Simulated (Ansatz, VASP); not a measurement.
## One calculation of Tl, two programs

Contents of POSCAR:

```
Tl
1.0
    3.4559983565      0.0000000000      0.0000000000
   -1.7279991783      2.9929823722      0.0000000000
    0.0000000000      0.0000000000      5.5250000000
Tl
2
Direct
    0.3333333333      0.6666666667      0.2500000000
    0.6666666667      0.3333333333      0.7500000000
```

File INCAR.step1:

```
SYSTEM = Tl
  PREC = Accurate
  ENCUT = 520
  ISMEAR = -1
  SIGMA = 0.05
  LREAL = .FALSE.
  LASPH = .TRUE.
  NELM = 80
  NBANDS = 20
  GGA = PE
  ALGO = Normal
  EDIFF = 1E-4
  LWAVE = .TRUE.
  LCHARG = .FALSE.
```

INCAR.step2

```
SYSTEM = Tl
  PREC = Accurate
  ENCUT = 520
  EDIFF = 1E-8
  ISMEAR = -1
  SIGMA = 0.05
  LREAL = .FALSE.
  LASPH = .TRUE.
  NELM = 80
  ALGO = Normal
  ISIF = 2
  LWAVE = .FALSE.
  LCHARG = .FALSE.
  METAGGA = R2SCAN
  LMIXTAU = .TRUE.
  LEFG = .TRUE.
  NBANDS = 20
  ISTART = 1
```

The input KPOINTS:

```
Automatic mesh
0
G
  11 11 6
  0 0 0
```

Input for Ansatz:

```yaml
crystal:
  lattice:
    - [3.4559983565, 0.0, 0.0]
    - [-1.7279991783, 2.9929823722, 0.0]
    - [0.0, 0.0, 5.525]
  atoms:
    - { symbol: Tl, position: [0.3333333333, 0.6666666667, 0.25] }
    - { symbol: Tl, position: [0.6666666667, 0.3333333333, 0.75] }
kpoints:
  mp_grid: { grid: [11, 11, 6] }
scf:
  occupations: { method: fermi_dirac, width: 0.05 }
hamiltonian:
  xc: r2scan
  pseudopotentials: { kind: paw }
output:
  forces: true
  stress: true
  populations: true
  efg: { contact_densities: true }
  write_density: true
  write_potential: true
  elf: true
  volumetric_format: npy
```

Alike in both runs: task electric field gradients; functional r2SCAN; k mesh 11 × 11 × 6; occupations fermi-dirac, width 0.05 eV; no spin polarisation.

```csv
,VASP,Ansatz
version,VASP 6.6.1,Ansatz 0.2.0
potentials or method,"VASP PAW PBE potentials, release 64 (Tl_d)","plane-wave PAW, scalar-relativistic"
plane-wave cutoff (eV),520,500
valence electrons in the cell,26,26
```

|  | VASP | Ansatz | Ansatz less VASP |
| --- | --- | --- | --- |
| pressure (GPa) | 1.9 | 1.9 | +0.02 |
| size of Vzz on the site where it differs most (V/Å²) | 25.7 | 26.8 | +1.08 |

VASP's potentials were made for PBE, not for r2SCAN.

Spin-orbit coupling is off throughout.
